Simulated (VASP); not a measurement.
Write the native input for VASP 6.6.1 that does the following.

| Item | Value |
| --- | --- |
| Task | single point |
| Functional | PBE |
| Potentials or basis | VASP PAW PBE potentials, release 64 (Si, Ge_d) |
| Cutoff | 520 eV |
| k mesh | 2 × 2 × 2 |
| Occupations | fermi-dirac, width 0.02 eV |
| Spin | no spin polarisation |
| Dipole correction | no |
| Further INCAR settings | LREAL = Auto; ALGO = Normal; EDIFF = 1e-07; NBANDS = 53 |

The structure of Si16Ge (a cell with a defect) lies in POSCAR:

```
Si16Ge
1.0
    0.0000000000      5.4300000000      5.4300000000
    5.4300000000      0.0000000000      5.4300000000
    5.4300000000      5.4300000000      0.0000000000
Si Ge
16 1
Direct
   -0.0228837017     -0.0229975138     -0.0233940147
    0.1018174954      0.1022909761      0.1018589319
    0.0188561694      0.0188066298      0.4570486188
    0.1307915285      0.1320116022      0.6066740331
    0.0186296501      0.4575414365      0.0185040516
    0.1308666667      0.6070604052      0.1315646409
    0.0097794659      0.5029814917      0.5025645488
    0.1447639963      0.6212048803      0.6212430018
    0.4569438306      0.0189661142      0.0189007366
    0.6072347145      0.1313597606      0.1308525783
    0.5017355433      0.0106147330      0.5017799263
    0.6205597606      0.1446840700      0.6208070902
    0.5018580110      0.5023163904      0.0103191529
    0.6209034070      0.6212080110      0.1443290055
    0.5150694291      0.5149320442      0.5146395948
    0.6388277164      0.6397757827      0.6394428177
    0.8374413444      0.8385571823      0.8376109576
```

These files were run (other wordings do the same):

INCAR

```
SYSTEM = Si16Ge
  PREC = Accurate
  ENCUT = 520
  EDIFF = 1E-7
  ISMEAR = -1
  SIGMA = 0.02
  LREAL = Auto
  LASPH = .TRUE.
  NELM = 80
  ALGO = Normal
  ISIF = 2
  LWAVE = .FALSE.
  LCHARG = .FALSE.
  GGA = PE
  NBANDS = 53
```

KPOINTS

```
Automatic mesh
0
G
  2 2 2
  0 0 0
```

Potentials or basis: VASP PAW PBE potentials, release 64 (Si, Ge_d).

Run with:

```sh
$ cat potpaw_PBE.64/Si/POTCAR potpaw_PBE.64/Ge_d/POTCAR > POTCAR
$ mpirun -np 1 vasp_std > vasp.out
```

It gave:

| Property | Result |
| --- | --- |
| Pressure | 5.6 GPa |
| Largest force | 0.097 eV/Å |
| Band gap on the k mesh | zero (band 39 reaches 6.86 eV, above the bottom of band 40 at 6.71 eV) |

Caveat: the k points lie up to 0.50 Å⁻¹ apart.

It took 2.7 min on 1 thread of Intel(R) Xeon(R) 6975P-C (Granite Rapids), on a shared host, peak memory 0.49 GiB.
